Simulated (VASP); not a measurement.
Set up this calculation in VASP 6.6.1, as the native input.

```yaml
Task: single point
Functional: PBEsol
Potentials_or_basis: VASP PAW PBE potentials, release 64 (Pt)
Cutoff: 520 eV
k_mesh: 26 × 26 × 26
Occupations: gaussian, width 0.15 eV
Spin: no spin polarisation
Dipole_correction: no
Further_INCAR_settings: ALGO = Fast; EDIFF = 1e-07; NBANDS = 11
```

The structure of Pt lies in POSCAR:

```
Pt
1.0
   -1.4980517772      1.6228894252      1.5604706012
    1.4980517772     -1.6228894252      1.5604706012
    1.4980517772      1.6228894252     -1.5604706012
Pt
1
Direct
    0.0000000000      0.0000000000      0.0000000000
```

This cell differs from its parent crystal: strain -0.0400 x Voigt [1, -1, 0, 0, 0, 0].

The input as run:

INCAR

```
PREC     = Accurate       # precision mode
ENCUT    = 520            # plane-wave cutoff, eV
EDIFF    = 1E-7           # SCF threshold, eV
ISMEAR   = 0              # smearing method
SIGMA    = 0.15           # smearing width, eV
LREAL    = False          # projectors in reciprocal space
LASPH    = True           # aspherical terms in the spheres
NELM     = 80             # most SCF steps
ALGO     = Fast           # electronic algorithm
ISIF     = 2              # what is computed and relaxed
LWAVE    = False          # write WAVECAR
LCHARG   = False          # write CHGCAR
GGA      = PS             # functional
NBANDS   = 11             # bands
```

KPOINTS

```
Automatic mesh
0
Gamma
  26 26 26
```

Potentials or basis: VASP PAW PBE potentials, release 64 (Pt).

Command:

```console
$ cat potpaw_PBE.64/Pt/POTCAR > POTCAR
$ mpirun -np 1 vasp_std > vasp.out
```

It gave:

* Pressure: 0.0 GPa
* Band gap on the k mesh: zero (bands 5 and 6 overlap by 2.31 eV)

Caveat: the cell differs from its parent crystal (strain -0.0400 x Voigt [1, -1, 0, 0, 0, 0]); the stress differs along the axes, from -4 to 3 GPa; the PAW data sets were made with another functional, which shifts forces and pressure a little; spin-orbit coupling is left out, which moves the levels of the heavy elements.

Run time: 5.6 min on 1 thread of Oxide Virtual Turin-like Processor (shared host), peak memory 0.45 GiB.
